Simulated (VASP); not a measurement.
Write the native input for VASP 6.6.1 that does the following.

```yaml
Task: single point
Functional: PBEsol
Potentials_or_basis: VASP PAW PBE potentials, release 64 (K_sv)
Cutoff: 520 eV
k_mesh: 14 × 14 × 14
Occupations: gaussian, width 0.15 eV
Spin: no spin polarisation
Dipole_correction: no
Further_INCAR_settings: ALGO = Fast; EDIFF = 1e-06; NBANDS = 10
```

The structure of K lies in POSCAR:

```
K
1.0
   -2.5525500000      2.5525500000      2.7489000000
    2.5525500000     -2.5525500000      2.7489000000
    2.5525500000      2.5525500000     -2.7489000000
K
1
Direct
    0.0000000000      0.0000000000      0.0000000000
```

This cell differs from its parent crystal: strain -0.025 along x and y, +0.050 along z.

These files were run (other wordings do the same):

INCAR

```
SYSTEM = K
ALGO     = Fast           ! electronic algorithm
EDIFF    = 1E-6           ! SCF threshold, eV
ENCUT    = 520            ! plane-wave cutoff, eV
GGA      = PS             ! functional
ISIF     = 2              ! what is computed and relaxed
ISMEAR   = 0              ! smearing method
LASPH    = .TRUE.         ! aspherical terms in the spheres
LCHARG   = .TRUE.         ! write CHGCAR
LELF     = .TRUE.         ! ELF
LREAL    = .FALSE.        ! projectors in reciprocal space
LVHAR    = .TRUE.       
LWAVE    = .FALSE.        ! write WAVECAR
NBANDS   = 10             ! bands
NELM     = 60             ! most SCF steps
PREC     = Accurate       ! precision mode
SIGMA    = 0.15           ! smearing width, eV
```

KPOINTS

```
k-points
0
G
  14 14 14
  0 0 0
```

Potentials or basis: VASP PAW PBE potentials, release 64 (K_sv).

Launch:

```bash
$ cat potpaw_PBE.64/K_sv/POTCAR > POTCAR
$ mpirun -np 1 vasp_std > vasp.out
```

Results of the run:

```json
{
  "Pressure": "0.0 GPa",
  "Band gap on the k mesh": "zero (an odd number of electrons rules out a gap without spin polarisation)"
}
```

Caveat: the cell differs from its parent crystal (strain -0.025 along x and y, +0.050 along z); the PAW data sets were made with another functional, which shifts forces and pressure a little.

It took 71 s on 1 thread of Intel(R) Xeon(R) 6975P-C (Granite Rapids), on a shared host, peak memory 0.31 GiB.
